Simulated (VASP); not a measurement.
Write the native input for VASP 6.6.1 that does the following.

- Task: relaxation of cell and atoms
- Functional: PBE
- Potentials or basis: VASP PAW PBE potentials, release 64 (Sc_sv, Si)
- Cutoff: 600 eV
- k mesh: 6 × 6 × 6
- Occupations: gaussian, width 0.1 eV
- Spin: no spin polarisation
- Dipole correction: no
- Further INCAR settings: ALGO = Normal; EDIFF = 1e-06; IBRION = 2; EDIFFG = -0.01; NSW = 100; ISIF = 3

The structure of ScSi10 lies in POSCAR:

```
ScSi10
1.0
    5.8795591497      0.0000000000      0.0000000000
   -2.9397795748      5.0918475867      0.0000000000
    0.0000000000      0.0000000000      6.4558053728
Sc Si
1 10
Direct
    0.0000000000      0.0000000000      0.0000000000
    0.3333333333      0.6666666667      0.1849118739
    0.3333333333      0.6666666667      0.8150881261
    0.6666666667      0.3333333333      0.8150881261
    0.6666666667      0.3333333333      0.1849118739
    0.2740796497      0.0000000000      0.6488630928
    0.0000000000      0.2740796497      0.6488630928
    0.7259203503      0.7259203503      0.6488630928
    0.0000000000      0.7259203503      0.3511369072
    0.7259203503      0.0000000000      0.3511369072
    0.2740796497      0.2740796497      0.3511369072
```

The cell was built from a structure type or drawn by symmetry, and may not be a known phase.

The input as run:

INCAR

```
SYSTEM = ScSi10
ALGO     = Normal         ! electronic algorithm
EDIFF    = 1E-6           ! SCF threshold, eV
EDIFFG   = -0.01          ! ionic threshold
ENCUT    = 600            ! plane-wave cutoff, eV
GGA      = PE             ! functional
IBRION   = 2              ! ionic algorithm
ISIF     = 3              ! what is computed and relaxed
ISMEAR   = 0              ! smearing method
LASPH    = .TRUE.         ! aspherical terms in the spheres
LCHARG   = .FALSE.        ! write CHGCAR
LREAL    = .FALSE.        ! projectors in reciprocal space
LWAVE    = .FALSE.        ! write WAVECAR
NELM     = 60             ! most SCF steps
NSW      = 100            ! ionic steps
PREC     = Accurate       ! precision mode
SIGMA    = 0.1            ! smearing width, eV
```

KPOINTS

```
k-points
0
G
  6 6 6
  0 0 0
```

Potentials or basis: VASP PAW PBE potentials, release 64 (Sc_sv, Si).

Run with:

```sh
$ cat potpaw_PBE.64/Sc_sv/POTCAR potpaw_PBE.64/Si/POTCAR > POTCAR
$ mpirun -np 1 vasp_std > vasp.out
```

Results of the run:

| Item | Value |
| --- | --- |
| Relaxed volume | 17.55 Å³/atom |
| Relaxed cell | a = 5.878 Å, b = 5.878 Å, c = 6.452 Å, α = 90.00°, β = 90.00°, γ = 120.00° |
| Space group after relaxing (to 0.1 Å) | P-31m (No. 162) |
| Energy gained by relaxing | 0.0 meV/atom |
| Ionic steps | 2 |
| Pressure after relaxing | 0.0 GPa |
| Largest force after relaxing | 0.010 eV/Å |
| Band gap on the k mesh | zero (an odd number of electrons rules out a gap without spin polarisation) |

Run time: 11 min on 1 thread of Oxide Virtual Turin-like Processor (shared host), peak memory 0.46 GiB.
